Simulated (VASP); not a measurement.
Crystal: MnO.

```
CELL_PARAMETERS angstrom
0.00000 2.26646 2.26646
2.26646 0.00000 2.26646
2.26646 2.26646 0.00000
ATOMIC_POSITIONS crystal
Mn 0.00000 0.00000 0.00000
O 0.50000 0.50000 0.50000
```

Base run:

- Program: VASP 6.6.1
- Functional: PBE
- Potentials or basis: VASP PAW PBE potentials, release 64 (Mn_pv, O)
- Cutoff: 520 eV
- k mesh: 6 × 6 × 6
- Occupations: gaussian, width 0.05 eV
- Spin: collinear spin, ferromagnetic start
- Starting moments: [4.76, 0.0] μB
- Hubbard terms: Mn d U = 3.9 eV

Its results: band gap on the k mesh 0.10 eV, indirect (least direct gap 2.26 eV); pressure -1.6 GPa; net moment 5.00 μB per cell; site moments Mn +4.63; O +0.14 μB.

Q: The run is repeated on the same cell with these changes: potentials or basis from VASP PAW PBE potentials, release 64 (Mn_pv, O) to VASP PAW PBE potentials, release 64 (Mn_sv, O); cutoff from 520 eV to 600 eV; further incar settings from ALGO = Normal; EDIFF = 1e-06; NBANDS = 20 to ALGO = Normal; EDIFF = 1e-06; NBANDS = 22; valence electrons from 19 to 21. What comes out?

A: Band gap on the k mesh 0.06 eV, indirect (least direct gap 2.29 eV); pressure -3.9 GPa; net moment 5.00 μB per cell; site moments Mn +4.50; O +0.15 μB.

Caveats: a cell with one magnetic atom can't hold antiferromagnetic order, which such compounds often take.

A k mesh can miss the band edges.
